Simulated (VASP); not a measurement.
# HfB2 (P6/mmm) in VASP: notebook

Runs on HfB2. Level: PBE. Tasks: single point, relaxation of cell and atoms.

All numbers are computed with VASP 6.6.1; they aren't measurements. Logs are shortened: lines on timing, memory, paths and dates and some standing lists are left out, and cuts for length are marked.

## Step 1: The cell of the first run

The structure is hexagonal, space group P6/mmm (No. 191). The conventional cell has a = 3.145 Å, b = 3.145 Å, c = 3.486 Å, α = 90.00°, β = 90.00°, γ = 120.00°. Hf (site symmetry 6/mmm) has 12 B at 2.52 Å and 6 Hf at 3.15 Å within 3.3 Å. B (site symmetry -6m2) has 3 B at 1.82 Å within 2.4 Å.

## Step 2: Single point, PBE

INCAR

```
  ALGO = Normal
  EDIFF = 1E-6
  ENCUT = 520
  GGA = PE
  ISIF = 2
  ISMEAR = 0
  LASPH = True
  LCHARG = False
  LREAL = False
  LWAVE = False
  NBANDS = 15
  NELM = 100
  PREC = Accurate
  SIGMA = 0.1
```

KPOINTS

```
k-points
0
Gamma
  18 18 12
```

POSCAR

```
HfB2
1.0
    3.1453892873      0.0000000000      0.0000000000
   -1.5726946436      2.7239870276      0.0000000000
    0.0000000000      0.0000000000      3.4863904578
Hf B
1 2
Direct
    0.0000000000      0.0000000000      0.0000000000
    0.3333333333      0.6666666667      0.5000000000
    0.6666666667      0.3333333333      0.5000000000
```

Potentials or basis: VASP PAW PBE potentials, release 64 (Hf_pv, B).

The run is started by

```sh
cat potpaw_PBE.64/Hf_pv/POTCAR potpaw_PBE.64/B/POTCAR > POTCAR
mpirun -np 1 vasp_std > vasp.out
```

OUTCAR:

```text
EDIFF = 1E-6
   ENCUT = 520
   GGA = PE
   ISIF = 2
   ISMEAR = 0
   LASPH = True
   LREAL = False
   NELM = 100
   PREC = Accurate

 ion  position               nearest neighbor table
   1  0.000  0.000  0.000-   2 2.52   3 2.52   2 2.52   3 2.52   2 2.52   2 2.52   3 2.52   3 2.52
                             3 2.52   3 2.52   2 2.52   2 2.52
   2  0.333  0.667  0.500-   3 1.82   3 1.82   3 1.82   1 2.52   1 2.52   1 2.52   1 2.52   1 2.52
                             1 2.52
   3  0.667  0.333  0.500-   2 1.82   2 1.82   2 1.82   1 2.52   1 2.52   1 2.52   1 2.52   1 2.52
                             1 2.52

  LATTYP: Found a hexagonal cell.
 ALAT       =     3.1453892873
 C/A-ratio  =     1.1084130260

  Lattice vectors:

 A1 = (   3.1453892873,   0.0000000000,   0.0000000000)
 A2 = (  -1.5726946436,   2.7239870276,   0.0000000000)
 A3 = (   0.0000000000,   0.0000000000,   3.4863904578)

Analysis of symmetry for initial positions (statically):
=====================================================================
 Subroutine PRICEL returns:
 Original cell was already a primitive cell.

 Routine SETGRP: Setting up the symmetry group for a
 hexagonal supercell.

 Subroutine GETGRP returns: Found 24 space group operations
 (whereof 24 operations were pure point group operations)
 out of a pool of 24 trial point group operations.

The static configuration has the point symmetry D_6h.

Analysis of symmetry for dynamics (positions and initial velocities):
=====================================================================
 Subroutine PRICEL returns:
 Original cell was already a primitive cell.

 Routine SETGRP: Setting up the symmetry group for a
 hexagonal supercell.

 Subroutine GETGRP returns: Found 24 space group operations
 (whereof 24 operations were pure point group operations)
 out of a pool of 24 trial point group operations.

The dynamic configuration has the point symmetry D_6h.

 Subroutine INISYM returns: Found 24 space group operations
 (whereof 24 operations are pure point group operations),
 and found     1 'primitive' translations

----------------------------------------------------------------------------------------

                                     Primitive cell

  volume of cell :      29.8714

  direct lattice vectors                    reciprocal lattice vectors
[... 94 lines left out ...]
   NFREE  =      0    steps in history (QN), initial steepest desc. (CG)
   ISIF   =      2    stress and relaxation
   ISYM   =      2    0-nonsym 1-usesym 2-fastsym
   POTIM  = 0.5000    time-step for ionic-motion
   TEBEG  =    0.0;   TEEND  =   0.0 temperature during run
   PSTRESS=    0.0 pullay stress
   NELECT =      16.0000    total number of electrons
   NUPDOWN=      -1.0000    fix difference up-down
   EMIN   =  10.00;   EMAX   =-10.00  energy-range for DOS
   EFERMI =   0.00;   METHOD = LEGACY
   ISMEAR =     0;   SIGMA  =   0.10  broadening in eV -4-tet -1-fermi 0-gaus
   EFERMI_NEDOS =   21; number of points for ismear=-14 and -15
   IALGO  =     38    algorithm
   IMIX   =      4    mixing-type and parameters
     AMIX     =   0.40;   BMIX     =  1.00
     AMIX_MAG =   1.60;   BMIX_MAG =  1.00
  volume/ion in A,a.u.               =       9.96        67.19
  Fermi-wavevector in a.u.,A,eV,Ry     =   1.329524  2.512437 24.050139  1.767635
  Thomas-Fermi vector in A             =   2.458680
   LORBIT       =      0    0 simple, 1 ext, 2 COOP (PROOUT), +10 PAW based schemes
   GGA     = PE    functional components
   LHFCALC =     F    Hartree Fock is set to
   AEXX    =    0.0000 exact exchange contribution
   IVDW    =     0    specifies the selected vdW correction
   LEPSILON=     F    determine dielectric tensor
   LRPA    =     F    only Hartree local field effects (RPA)
 non-spin polarized calculation
 Gauss-broadening in eV      SIGMA  =   0.10
  energy-cutoff  :      520.00
  volume of cell :       29.87
 maximum number of plane-waves:       820
 NGX is ok and might be reduce to    24
   NGX = 11   NGY = 11   NGZ = 13

 number of electron      15.9999997 magnetization

 Free energy of the ion-electron system (eV)
  ---------------------------------------------------
  ext. energy  EPLUGINS =         0.00000000
  ---------------------------------------------------
  free energy    TOTEN  =       -26.40143996 eV

  energy without entropy =      -26.40022785  energy(sigma->0) =      -26.40083390

 E-fermi :   7.7067     XC(G=0): -12.5720

 val. band max:        7.6733418982   @ k =   0.1111   0.0000   0.4167
 cond. band min:       7.7465915840   @ k =   0.3889   0.2222   0.0000
 fundamental gap:      0.0732496859
 Fermi energy:         7.7067253634

 k-point     1 :       0.0000    0.0000    0.0000
  band No.  band energies     occupation
      1     -23.0208      2.00000
      2     -22.5295      2.00000
      3     -22.5295      2.00000
      4      -6.0957      2.00000
      5       4.6390      2.00000
      6       4.7425      2.00000
      7       4.7425      2.00000
      8       4.8442      2.00000
      9      11.6299      0.00000
     10      11.6299      0.00000
     11      12.2607      0.00000
     12      12.2607      0.00000
     13      12.5842      0.00000
     14      12.5978      0.00000
[... 401 lines left out ...]
      2     -22.8905      2.00000
      3     -22.7536      2.00000
      4      -2.4415      2.00000
      5      -0.7698      2.00000
      6       2.9204      2.00000
      7       3.7037      2.00000
      8       6.1007      2.00000
      9       8.0379      0.00000
     10      11.2197      0.00000
     11      12.4791      0.00000
     12      13.3164      0.00000
     13      14.7123      0.00000
     14      16.3507      0.00000
     15      18.0722      0.00000

 [... further k-points ...]
[... 5 lines left out ...]
  --------------------------------------------------------------------------------------
  -------------------------------------------------------------------------------------
  Total       -0.0847214     -0.0847214     -0.0339178     -0.0000000      0.0000000     -0.0000000
  in kB       -4.5441062     -4.5441062     -1.8192117     -0.0000000      0.0000000     -0.0000000
  external PRESSURE =      -3.6358081 kB  Pullay stress =       0.0000000 kB

 VOLUME and BASIS-vectors are now :
 -----------------------------------------------------------------------------
  energy-cutoff  :      520.00
  volume of cell :       29.87
      direct lattice vectors                 reciprocal lattice vectors
     3.145389287  0.000000000  0.000000000     0.317925671  0.183554472  0.000000000
    -1.572694644  2.723987028  0.000000000     0.000000000  0.367108944  0.000000000
     0.000000000  0.000000000  3.486390458     0.000000000  0.000000000  0.286829606

 POSITION                                       TOTAL-FORCE (eV/Angst)
 -----------------------------------------------------------------------------------
      0.00000      0.00000      0.00000        -0.000000      0.000000      0.000000
     -0.00000      1.81599      1.74320         0.000000     -0.000000     -0.000000
      1.57269      0.90800      1.74320        -0.000000      0.000000      0.000000
 -----------------------------------------------------------------------------------
    total drift:                               -0.000000      0.000000      0.000000

  FREE ENERGIE OF THE ION-ELECTRON SYSTEM (eV)
  ---------------------------------------------------
  free  energy   TOTEN  =       -26.4014399640 eV

  energy  without entropy=      -26.4002278450  energy(sigma->0) =      -26.40083390
```

stdout:

```text
POSCAR found type information on POSCAR HfB
 POSCAR found :  2 types and       3 ions
 scaLAPACK will be used
 LDA part: xc-table for (Slater+PW92), standard interpolation
 POSCAR, INCAR and KPOINTS ok, starting setup
 FFT: planning ... GRIDC
 FFT: planning ... GRID_SOFT
 FFT: planning ... GRID
 WAVECAR not read
 entering main loop
```

It took 28 s on 1 thread of Intel Xeon 6975P-C (Granite Rapids), shared host; peak memory 0.23 GiB.

What came out:

```
Free energy            : -26.4014 eV
Pressure               : -0.4 GPa
Band gap on the k mesh : zero (band 8 reaches 8.42 eV, above the bottom of band 9 at 7.09 eV)
```

Stress tensor (GPa, compression positive):
```
-0.45  0.00  0.00
 0.00 -0.45  0.00
 0.00  0.00 -0.18
```

Levels at points of the mesh, in eV from the Fermi level:
| k point | band 5 | band 6 | band 7 | band 8 | band 9 | band 10 | band 11 | band 12 |
| --- | --- | --- | --- | --- | --- | --- | --- | --- |
| (0.00, 0.00, 0.00) | -3.07 | -2.96 | -2.96 | -2.86 | 3.92 | 3.92 | 4.55 | 4.55 |
| (0.50, 0.00, 0.00) | -9.13 | -4.19 | -3.51 | -2.93 | 2.02 | 2.63 | 5.46 | 5.61 |
| (0.00, 0.00, 0.50) | -8.42 | -1.27 | -1.27 | 0.24 | 0.24 | 0.92 | 0.92 | 2.14 |
| (0.50, 0.00, 0.50) | -7.58 | -5.03 | -4.77 | -2.76 | 3.89 | 4.05 | 6.14 | 7.06 |

Caveat: spin-orbit coupling is left out, which moves the levels of the heavy elements.

## Step 3: Relaxation of cell and atoms, PBE

This run uses another cell than the first one, of 9.86 Å³/atom, 0.990 times its volume.

INCAR

```
PREC = Accurate
ENCUT = 600
EDIFF = 1E-7
ISMEAR = 0
SIGMA = 0.1
LREAL = False
LASPH = True
NELM = 80
ALGO = Normal
ISIF = 3
LWAVE = False
LCHARG = False
GGA = PE
IBRION = 2
NSW = 100
EDIFFG = -0.005
```

KPOINTS

```
Automatic mesh
0
Gamma
  18 18 12
```

POSCAR

```
HfB2
1.0
    3.1326790839      0.0000000000      0.0000000000
   -1.5663395419      2.7129796685      0.0000000000
    0.0000000000      0.0000000000      3.4792139900
Hf B
1 2
Direct
    0.0000000000      0.0000000000      0.0000000000
    0.3333333300      0.6666666700      0.5000000000
    0.6666666700      0.3333333300      0.5000000000
```

Potentials or basis: VASP PAW PBE potentials, release 64 (Hf_pv, B).

The run is started by

```sh
cat potpaw_PBE.64/Hf_pv/POTCAR potpaw_PBE.64/B/POTCAR > POTCAR
mpirun -np 1 vasp_std > vasp.out
```

Run time: 2 min. Hardware: 1 thread of Intel Xeon 6975P-C (Granite Rapids), shared host; peak memory 0.27 GiB.

Results (log left out):

```
Free energy                            : -26.4034 eV
Relaxed volume                         : 9.94 Å³/atom
Relaxed cell                           : a = 3.143 Å, b = 3.143 Å, c = 3.486 Å, α = 90.00°, β = 90.00°, γ = 120.00°
Space group after relaxing (to 0.05 Å) : P6/mmm (No. 191)
Energy gained by relaxing              : 0.6 meV/atom
Ionic steps                            : 5
Pressure after relaxing                : 0.0 GPa
Band gap on the k mesh                 : zero (band 8 reaches 8.44 eV, above the bottom of band 9 at 7.09 eV)
```

Step by step:
```
step  energy change (eV)  largest force (eV/Å)  pressure (GPa)  volume (Å³)
   1              0.0000                0.0000            2.27        29.57
   2              0.0013                0.0000           -2.86        30.17
   3             -0.0019                0.0000            0.00        29.83
   4             -0.0019                0.0000           -0.05        29.83
   5             -0.0019                0.0000            0.04        29.82
```

Final structure:
```xyz
3
Lattice="3.1430 0.0000 0.0000 -1.5715 2.7219 0.0000 0.0000 0.0000 3.4861" Properties=species:S:1:pos:R:3 pbc="T T T"
Hf    0.0000    0.0000    3.4861
B     0.0000    1.8146    1.7431
B     1.5715    0.9073    1.7431
```

Levels at points of the mesh, in eV from the Fermi level:
| k point | band 4 | band 5 | band 6 | band 7 | band 8 | band 9 | band 10 | band 11 | band 12 |
| --- | --- | --- | --- | --- | --- | --- | --- | --- | --- |
| (0.00, 0.00, 0.00) | -13.81 | -3.07 | -2.96 | -2.96 | -2.87 | 3.93 | 3.93 | 4.56 | 4.56 |
| (0.50, 0.00, 0.00) | -9.84 | -9.13 | -4.20 | -3.51 | -2.93 | 2.02 | 2.64 | 5.47 | 5.63 |
| (0.00, 0.00, 0.50) | -11.43 | -8.43 | -1.27 | -1.27 | 0.25 | 0.25 | 0.92 | 0.92 | 2.13 |
| (0.50, 0.00, 0.50) | -10.40 | -7.59 | -5.03 | -4.77 | -2.76 | 3.90 | 4.05 | 6.16 | 7.07 |

Caveat: spin-orbit coupling is left out, which moves the levels of the heavy elements.
